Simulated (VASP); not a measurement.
A run of VASP 6.6.1:

File INCAR:

```
PREC     = Accurate       # precision mode
ENCUT    = 520            # plane-wave cutoff, eV
EDIFF    = 1E-6           # SCF threshold, eV
ISMEAR   = 0              # smearing method
SIGMA    = 0.1            # smearing width, eV
LREAL    = F              # projectors in reciprocal space
LASPH    = T              # aspherical terms in the spheres
NELM     = 60             # most SCF steps
ALGO     = Normal         # electronic algorithm
ISIF     = 2              # what is computed and relaxed
LWAVE    = F              # write WAVECAR
LCHARG   = F              # write CHGCAR
GGA      = PE             # functional
NBANDS   = 33             # bands
```

File KPOINTS:

```
regular mesh
0
Gamma
  4 4 4
```

Contents of POSCAR:

```
Ga2SnAs2
1.0
    4.5663141400      0.0000000000      0.0000000000
    0.0000000000      4.5663141400      0.0000000000
    0.0000000000      0.0000000000      6.1509012700
Ga Sn As
2 1 2
Direct
    0.5000000000      0.5000000000      0.1990660400
    0.5000000000      0.5000000000      0.8009339600
    0.0000000000      0.0000000000      0.0000000000
    0.0000000000      0.5000000000      0.5000000000
    0.5000000000      0.0000000000      0.5000000000
```

Potentials or basis: VASP PAW PBE potentials, release 64 (Ga_d, Sn_d, As).

Launch:

```sh
$ cat potpaw_PBE.64/Ga_d/POTCAR potpaw_PBE.64/Sn_d/POTCAR potpaw_PBE.64/As/POTCAR > POTCAR
$ mpirun -np 1 vasp_std > vasp.out
```

Hardware: 1 thread of AMD EPYC 7R13 Processor (Zen 3), on a shared host.

Estimate the wall time of this run.

Run time: 52 s on 1 thread of AMD EPYC 7R13 Processor (Zen 3), on a shared host, peak memory 0.24 GiB. Counts: scf iterations 13, k points 18.
